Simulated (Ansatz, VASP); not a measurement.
**One calculation of Ni, two programs**

Contents of INCAR:

```
ALGO = Normal
DIPOL = 0.5 0.5 0.500
EDIFF = 1E-6
ENCUT = 520
GGA = PE
IDIPOL = 3
ISIF = 2
ISMEAR = -1
ISPIN = 2
LASPH = True
LCHARG = True
LDIPOL = True
LELF = True
LMAXMIX = 4
LORBIT = 11
LREAL = False
LVACPOTAV = True
LVHAR = True
LWAVE = False
MAGMOM = 1 1 1 1 1
NBANDS = 37
NELM = 150
PREC = Accurate
SIGMA = 0.05
```

Contents of KPOINTS:

```
k-points
0
Gamma
  15 10 1
```

The input POSCAR:

```
Ni
1.0
    2.4880369134      0.0000000000      0.0000000000
    0.0000000000      3.5186155466      0.0000000000
    0.0000000000      0.0000000000     20.9761000000
Ni
5
Direct
    0.0000000000      0.0000000000      0.3860411454
    0.5000000000      0.5000000000      0.4386670200
    0.0000000000      0.0000000000      0.5000002784
    0.5000000000      0.5000000000      0.5613327553
    0.0000000000      0.0000000000      0.6139588009
```

Input for Ansatz:

```yaml
crystal:
  lattice:
    - [2.4880369134, 0.0, 0.0]
    - [0.0, 3.5186155466, 0.0]
    - [0.0, 0.0, 20.9761]
  atoms:
    - { symbol: Ni, position: [0.0, 0.0, 0.3860411454], spin: 1.0 }
    - { symbol: Ni, position: [0.5, 0.5, 0.43866702], spin: 1.0 }
    - { symbol: Ni, position: [0.0, 0.0, 0.5000002784], spin: 1.0 }
    - { symbol: Ni, position: [0.5, 0.5, 0.5613327553], spin: 1.0 }
    - { symbol: Ni, position: [0.0, 0.0, 0.6139588009], spin: 1.0 }
  periodic: [true, true, false]
magnetization:
  spin_polarized: true
kpoints:
  mp_grid: { grid: [15, 10, 1] }
scf:
  occupations: { method: fermi_dirac, width: 0.05 }
hamiltonian:
  xc: pbe
  pseudopotentials: { kind: paw }
output:
  forces: true
  stress: true
  eigenvalues: true
  write_density: true
  write_potential: true
  elf: true
  volumetric_format: npy
```

Alike in both runs: task single point; functional PBE; k mesh 15 × 10 × 1; occupations fermi-dirac, width 0.05 eV; collinear spin.

```csv
,VASP,Ansatz
version,VASP 6.6.1,Ansatz 0.2.0
potentials or method,"VASP PAW PBE potentials, release 64 (Ni)","PAW with Ansatz's default frozen-core files, scalar-relativistic"
plane-wave cutoff (eV),520,420
valence electrons in the cell,50,90
```

```csv
,VASP,Ansatz,Ansatz less VASP
rms of the force components (eV/Å),0.005,0.002,-0.0026
net moment per atom (μB),0.70,0.72,+0.015
size of the moment on the site where the two differ most (μB),0.68,0.73,+0.044
```

Site moments also hang on the region over which each program counts them. Atom by atom the forces differ by 0.003 eV/Å (rms over components). VASP's potentials hold 50 valence electrons a cell and Ansatz's 90, so a difference there can come from the potentials and not from the codes. Ansatz's warnings: slab cell height set, structure snapped to symmetry, xc potential rough in thin density.
